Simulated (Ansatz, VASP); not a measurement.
One calculation of BP, two programs

```
CELL_PARAMETERS angstrom
3.20016 0.00000 0.00000
-1.60008 2.77142 0.00000
0.00000 0.00000 23.80000
ATOMIC_POSITIONS crystal
B 0.33333 0.66667 0.29412
P 0.66667 0.33333 0.29412
```

Alike in both runs: functional PBEsol; k mesh 12 × 12 × 1; occupations gaussian, width 0.03 eV; no spin polarisation.

Ansatz relaxed the structure, and its values are those at the end. VASP's run is a single point on that final structure, the one shown.

|  | VASP | Ansatz |
| --- | --- | --- |
| version | VASP 6.6.1 | Ansatz 0.2.0 |
| potentials or method | VASP PAW PBE potentials, release 64 (B, P), cutoff 420 eV | scalar-relativistic, plane waves, PAW |
| valence electrons in the cell | 8 | 8 |

VASP gave:

- gap on the k mesh at the Fermi level (eV): 0.87
- least direct gap on the mesh (eV): 0.87

Question: Which values does Ansatz return?

Answer: gap on the k mesh at the Fermi level (eV): 0.86; least direct gap on the mesh (eV): 0.86.

VASP's potentials were made for PBE, not for PBEsol, and Ansatz warns of the same on its side. The functional is the same, so the differences come from potentials, cutoffs and numerics. Ansatz's warnings: slab cell height set, structure snapped to symmetry, xc potential rough in thin density.
